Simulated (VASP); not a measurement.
# Bi (Im-3m) in VASP: further runs

Bi is run at these levels: PBE+D3(BJ); tasks: single point.

Program: VASP 6.6.1. These are calculated values, not measurements. Logs are shortened: lines on timing, memory, paths and dates and some standing lists are left out, and cuts for length are marked.

## (1) The cell of the first run

Symmetry: Im-3m, No. 229, cubic system. The conventional cell has a = 3.919 Å, b = 3.919 Å, c = 3.919 Å, α = 90.00°, β = 90.00°, γ = 90.00°. Within 4.5 Å of Bi (site symmetry m-3m) lie 14 Bi at 3.39 to 3.92 Å.

## (2) Single point, PBE+D3(BJ)

Input file INCAR:

```
ALGO = Normal ; EDIFF = 1E-6
ENCUT = 500 ; GGA = PE
GGA_COMPAT = False ; ISIF = 2
ISMEAR = 0 ; IVDW = 12
LASPH = True ; LCHARG = False
LREAL = False ; LWAVE = False
NBANDS = 14 ; NELM = 120
PREC = Accurate ; SIGMA = 0.1
```

Input file KPOINTS:

```
Automatic mesh
0
Gamma
  16 16 16
  0.5 0.5 0.5
```

Input file POSCAR:

```
Bi
1.0
   -1.9594689774      1.9594689774      1.9594689774
    1.9594689774     -1.9594689774      1.9594689774
    1.9594689774      1.9594689774     -1.9594689774
Bi
1
Direct
    0.0000000000      0.0000000000      0.0000000000
```

Potentials or basis: VASP PAW PBE potentials, release 64 (Bi_d).

Run with:

```console
cat potpaw_PBE.64/Bi_d/POTCAR > POTCAR
mpirun -np 1 vasp_std > vasp.out
```

OUTCAR:

```text
EDIFF = 1E-6
   ENCUT = 500
   GGA = PE
   ISIF = 2
   ISMEAR = 0
   IVDW = 12
   LASPH = True
   LREAL = False
   NELM = 120
   PREC = Accurate
 IVDW          = 12

 ion  position               nearest neighbor table
   1  0.000  0.000  0.000-

  LATTYP: Found a body centered cubic cell.
 ALAT       =     3.9189379548

  Lattice vectors:

 A1 = (  -1.9594689774,   1.9594689774,   1.9594689774)
 A2 = (   1.9594689774,  -1.9594689774,   1.9594689774)
 A3 = (   1.9594689774,   1.9594689774,  -1.9594689774)

Analysis of symmetry for initial positions (statically):
=====================================================================
 Subroutine PRICEL returns:
 Original cell was already a primitive cell.

 Routine SETGRP: Setting up the symmetry group for a
 body centered cubic supercell.

 Subroutine GETGRP returns: Found 48 space group operations
 (whereof 48 operations were pure point group operations)
 out of a pool of 48 trial point group operations.

The static configuration has the point symmetry O_h .

Analysis of symmetry for dynamics (positions and initial velocities):
=====================================================================
 Subroutine PRICEL returns:
 Original cell was already a primitive cell.

 Routine SETGRP: Setting up the symmetry group for a
 body centered cubic supercell.

 Subroutine GETGRP returns: Found 48 space group operations
 (whereof 48 operations were pure point group operations)
 out of a pool of 48 trial point group operations.

The dynamic configuration has the point symmetry O_h .

 Subroutine INISYM returns: Found 48 space group operations
 (whereof 48 operations are pure point group operations),
 and found     1 'primitive' translations

----------------------------------------------------------------------------------------

                                     Primitive cell

  volume of cell :      30.0937

  direct lattice vectors                    reciprocal lattice vectors
    -1.959468977  1.959468977  1.959468977     0.000000000  0.255171174  0.255171174
     1.959468977 -1.959468977  1.959468977     0.255171174  0.000000000  0.255171174
     1.959468977  1.959468977 -1.959468977     0.255171174  0.255171174  0.000000000

  length of vectors
     3.393899825  3.393899825  3.393899825     0.360866535  0.360866535  0.360866535

  position of ions in fractional coordinates (direct lattice)
     0.000000000  0.000000000  0.000000000

  ion indices of the primitive-cell ions
   primitive index   ion index
                 1           1

----------------------------------------------------------------------------------------

 KPOINTS: Automatic mesh

Automatic generation of k-mesh.
 Grid dimensions read from file:
 generate k-points for:   16   16   16

 Generating k-lattice:

  Cartesian coordinates                     Fractional coordinates (reciprocal lattice)
     0.000000000  0.015948198  0.015948198     0.062500000  0.000000000  0.000000000
     0.015948198  0.000000000  0.015948198     0.000000000  0.062500000  0.000000000
     0.015948198  0.015948198  0.000000000     0.000000000  0.000000000  0.062500000

  Length of vectors
     0.022554158  0.022554158  0.022554158

  Shift w.r.t. Gamma in fractional coordinates (k-lattice)
     0.500000000  0.500000000  0.500000000

 Subroutine IBZKPT returns following result:
 ===========================================

 Found    140 irreducible k-points:

 Following reciprocal coordinates:
            Coordinates               Weight
  0.031250  0.031250  0.031250      8.000000
  0.093750  0.031250  0.031250     24.000000
  0.156250  0.031250  0.031250     24.000000
  0.218750  0.031250  0.031250     24.000000
  0.281250  0.031250  0.031250     24.000000
  0.343750  0.031250  0.031250     24.000000
[... 16 lines left out ...]
 -0.093750  0.156250  0.031250     24.000000
  0.218750  0.218750  0.031250     24.000000
 [... further k-points ...]
   k-points           NKPTS =    140   k-points in BZ     NKDIM =    140   number of bands    NBANDS=     14
   number of dos      NEDOS =    301   number of ions     NIONS =      1
   total plane-waves  NPLWV =  21952
   dimension x,y,z NGX =    28 NGY =   28 NGZ =   28
   dimension x,y,z NGXF=    56 NGYF=   56 NGZF=   56
   ions per type =               1
   NGX,Y,Z   is equivalent  to a cutoff of  13.72, 13.72, 13.72 a.u.
   NGXF,Y,Z  is equivalent  to a cutoff of  27.43, 27.43, 27.43 a.u.
 SYSTEM =  unknown system
   PREC   = accura    normal or accurate (medium, high low for compatibility)
   ISTART =      0    job   : 0-new  1-cont  2-samecut
   ICHARG =      2    charge: 1-file 2-atom 10-const
   ISPIN  =      1    spin polarized calculation?
   LNONCOLLINEAR =      F non collinear calculations
   LSORBIT =      F    spin-orbit coupling
   LASPH  =      T    aspherical Exc in radial PAW
   ENCUT  =  500.0 eV  36.75 Ry    6.06 a.u.   6.19  6.19  6.19*2*pi/ulx,y,z
   NELM   =    120;   NELMIN=  2; NELMDL= -5     # of ELM steps
   EDIFF  = 0.1E-05   stopping-criterion for ELM
   LREAL  =      F    real-space projection
   EDIFFG = 0.1E-04   stopping-criterion for IOM
   NSW    =      0    number of steps for IOM
   IBRION =     -1    ionic relax: 0-MD 1-quasi-New 2-CG
   NFREE  =      0    steps in history (QN), initial steepest desc. (CG)
   ISIF   =      2    stress and relaxation
   ISYM   =      2    0-nonsym 1-usesym 2-fastsym
   POTIM  = 0.5000    time-step for ionic-motion
   TEBEG  =    0.0;   TEEND  =   0.0 temperature during run
   PSTRESS=    0.0 pullay stress
   NELECT =      15.0000    total number of electrons
   NUPDOWN=      -1.0000    fix difference up-down
   EMIN   =  10.00;   EMAX   =-10.00  energy-range for DOS
   EFERMI =   0.00;   METHOD = LEGACY
   ISMEAR =     0;   SIGMA  =   0.10  broadening in eV -4-tet -1-fermi 0-gaus
   EFERMI_NEDOS =   21; number of points for ismear=-14 and -15
   IALGO  =     38    algorithm
   IMIX   =      4    mixing-type and parameters
     AMIX     =   0.40;   BMIX     =  1.00
     AMIX_MAG =   1.60;   BMIX_MAG =  1.00
  volume/ion in A,a.u.               =      30.09       203.08
  Fermi-wavevector in a.u.,A,eV,Ry     =   1.298016  2.452895 22.923731  1.684847
  Thomas-Fermi vector in A             =   2.429372
   LORBIT       =      0    0 simple, 1 ext, 2 COOP (PROOUT), +10 PAW based schemes
   GGA     = PE    functional components
   LHFCALC =     F    Hartree Fock is set to
   AEXX    =    0.0000 exact exchange contribution
   IVDW    =    12    specifies the selected vdW correction
   LEPSILON=     F    determine dielectric tensor
   LRPA    =     F    only Hartree local field effects (RPA)
 non-spin polarized calculation
 Gauss-broadening in eV      SIGMA  =   0.10
  energy-cutoff  :      500.00
  volume of cell :       30.09
 maximum number of plane-waves:       774
 NGX is ok and might be reduce to    28
   NGX = 13   NGY = 13   NGZ = 13

 number of electron      14.9999998 magnetization

 Free energy of the ion-electron system (eV)
  ---------------------------------------------------
  ext. energy  EPLUGINS =         0.00000000
  ---------------------------------------------------
  free energy    TOTEN  =        -3.74016563 eV

  energy without entropy =       -3.73474175  energy(sigma->0) =       -3.73745369

 E-fermi :   8.3303     XC(G=0): -10.4544

 val. band max:        8.3285280979   @ k =  -0.3438   0.3438   0.2812
 cond. band min:       8.3309129224   @ k =  -0.4062   0.4062   0.2812
 fundamental gap:      0.0023848245
 Fermi energy:         8.3302867333

 k-point     1 :       0.0312    0.0312    0.0312
  band No.  band energies     occupation
      1     -14.7270      2.00000
      2     -14.7270      2.00000
      3     -14.7116      2.00000
      4     -14.5846      2.00000
      5     -14.5846      2.00000
      6      -5.3039      2.00000
      7      12.5228      0.00000
      8      13.4924      0.00000
      9      13.4924      0.00000
     10      18.0682      0.00000
     11      18.0682      0.00000
     12      18.5973      0.00000
     13      18.9353      0.00000
     14      20.6435      0.00000

 k-point     2 :       0.0937    0.0312    0.0312
  band No.  band energies     occupation
      1     -14.7319      2.00000
      2     -14.7206      2.00000
      3     -14.6858      2.00000
      4     -14.5898      2.00000
      5     -14.5852      2.00000
      6      -5.0824      2.00000
      7      11.0235      0.00000
      8      12.8223      0.00000
      9      13.2378      0.00000
     10      17.2650      0.00000
     11      17.7103      0.00000
     12      18.8798      0.00000
     13      19.3762      0.00000
     14      20.9604      0.00000

 k-point     3 :       0.1562    0.0312    0.0312
  band No.  band energies     occupation
      1     -14.7391      2.00000
      2     -14.7102      2.00000
      3     -14.6496      2.00000
      4     -14.5963      2.00000
      5     -14.5862      2.00000
      6      -4.7183      2.00000
      7       9.2997      0.00000
      8      11.9888      0.00000
      9      12.8746      0.00000
     10      16.5182      0.00000
     11      17.4047      0.00000
     12      18.8259      0.00000
     13      20.1531      0.00000
     14      21.7662      0.00000
[... 324 lines left out ...]
 k-point    23 :      -0.0938    0.1562    0.0312
  band No.  band energies     occupation
      1     -14.7271      2.00000
      2     -14.7152      2.00000
      3     -14.6856      2.00000
      4     -14.5952      2.00000
      5     -14.5833      2.00000
      6      -5.0088      2.00000
      7      10.8473      0.00000
      8      12.4944      0.00000
      9      13.0197      0.00000
     10      17.1294      0.00000
     11      17.4925      0.00000
     12      18.5671      0.00000
     13      19.8669      0.00000
     14      21.2208      0.00000

 k-point    24 :       0.2187    0.2187    0.0312
  band No.  band energies     occupation
      1     -14.7404      2.00000
      2     -14.6821      2.00000
      3     -14.6016      2.00000
      4     -14.5970      2.00000
      5     -14.5433      2.00000
      6      -2.7429      2.00000
      7       5.1097      2.00000
      8       7.7799      2.00000
      9      10.7116      0.00000
     10      17.2481      0.00000
     11      18.4322      0.00000
     12      21.1251      0.00000
     13      21.9474      0.00000
     14      22.6847      0.00000

 [... further k-points ...]

------------------------ aborting loop because EDIFF is reached ----------------------------------------

 Edisp (eV)   -0.52369

 E8    (eV) :    -0.2573

  FORCE on cell =-STRESS in cart. coord.  units (eV):
  Direction    XX          YY          ZZ          XY          YZ          ZX
  --------------------------------------------------------------------------------------
  -------------------------------------------------------------------------------------
  Total      -0.00396    -0.00396    -0.00396     0.00000     0.00000    -0.00000
  in kB      -0.21076    -0.21076    -0.21076     0.00000     0.00000    -0.00000
  external pressure =       -0.21 kB  Pullay stress =        0.00 kB

 VOLUME and BASIS-vectors are now :
 -----------------------------------------------------------------------------
  energy-cutoff  :      500.00
  volume of cell :       30.09
      direct lattice vectors                 reciprocal lattice vectors
    -1.959468977  1.959468977  1.959468977     0.000000000  0.255171174  0.255171174
     1.959468977 -1.959468977  1.959468977     0.255171174  0.000000000  0.255171174
     1.959468977  1.959468977 -1.959468977     0.255171174  0.255171174  0.000000000

 POSITION                                       TOTAL-FORCE (eV/Angst)
 -----------------------------------------------------------------------------------
      0.00000      0.00000      0.00000         0.000000     -0.000000     -0.000000
 -----------------------------------------------------------------------------------
    total drift:                               -0.000000     -0.000000      0.000000

  FREE ENERGIE OF THE ION-ELECTRON SYSTEM (eV)
  ---------------------------------------------------
  free  energy   TOTEN  =        -4.2638601342 eV

  energy  without entropy=       -4.2584362536  energy(sigma->0) =       -4.26114819
```

It took 74 s on 1 thread of AMD EPYC 7R13, shared host; peak memory 0.17 GiB.

Results:

* Free energy: -4.2639 eV
* Pressure: 0.0 GPa
* Dispersion energy per atom: -0.524 eV

Caveat: spin-orbit coupling is left out, which moves the levels of the heavy elements; pairwise dispersion overbinds metals, which lowers pressure and volume.

(Part 1 of 2 ends here.)
